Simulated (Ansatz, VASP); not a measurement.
# Two plane-wave programs on SnO

The input INCAR:

```
SYSTEM = SnO
ALGO = Normal ; EDIFF = 1E-6
ENCUT = 520 ; GGA = PS
ISIF = 2 ; ISMEAR = 0
LASPH = .TRUE. ; LCHARG = .FALSE.
LREAL = .FALSE. ; LWAVE = .FALSE.
NBANDS = 28 ; NELM = 60
PREC = Accurate ; SIGMA = 0.05
```

KPOINTS

```
k-points
0
G
  8 6 6
  0 0 0
```

The input POSCAR:

```
SnO
1.0
    3.3550050000      0.0880688812      0.0000000000
    0.1489452300      5.6741040000      0.0000000000
    0.0000000000      0.0000000000      4.2219700000
Sn O
2 2
Direct
    0.0000000000      0.2319090000      0.5131440000
    0.5000000000      0.7680910000      0.0131440000
    0.0000000000      0.8912500000      0.7368570000
    0.5000000000      0.1087500000      0.2368570000
```

Input for Ansatz:

```yaml
crystal:
  lattice:
    - [3.355005, 0.0880688812, 0.0]
    - [0.14894523, 5.674104, 0.0]
    - [0.0, 0.0, 4.22197]
  atoms:
    - { symbol: Sn, position: [0.0, 0.231909, 0.513144] }
    - { symbol: Sn, position: [0.5, 0.768091, 0.013144] }
    - { symbol: O, position: [0.0, 0.89125, 0.736857] }
    - { symbol: O, position: [0.5, 0.10875, 0.236857] }
basis:
  ecutwfc: 420
kpoints:
  mp_grid: { grid: [8, 6, 6] }
hamiltonian:
  xc: pbesol
scf:
  occupations: { method: gaussian, width: 0.05 }
output:
  forces: true
  stress: true
  eigenvalues: true
```

Change from the starting cell: strain +0.0525 x Voigt [0, 0, 0, 0, 0, 1], atoms carried along.

Alike in both runs: task single point; functional PBEsol; k mesh 8 × 6 × 6; occupations gaussian, width 0.05 eV; no spin polarisation.

|  | VASP | Ansatz |
| --- | --- | --- |
| version | VASP 6.6.1 | Ansatz 0.2.0 |
| potentials or method | VASP PAW PBE potentials, release 64 (Sn_d, O), cutoff 520 eV | scalar-relativistic, plane waves, PAW |
| valence electrons in the cell | 40 | 40 |

VASP gave:

* gap on the k mesh at the Fermi level (eV): 1.32
* least direct gap on the mesh (eV): 1.93
* pressure (GPa): -2.8
* traceless stress, the component that is largest in VASP (GPa): -1.39
* rms of the force components (eV/Å): 0.179

Problem. Which values does Ansatz return?

Solution. gap on the k mesh at the Fermi level (eV): 1.34; least direct gap on the mesh (eV): 1.94; pressure (GPa): -3.0; traceless stress, the component that is largest in VASP (GPa): -1.38; rms of the force components (eV/Å): 0.203.

VASP's potentials were made for PBE, not for PBEsol. Atom by atom the forces differ by 0.034 eV/Å (rms over components). With one functional, cell and mesh, what is left measures potentials, basis and numerics.
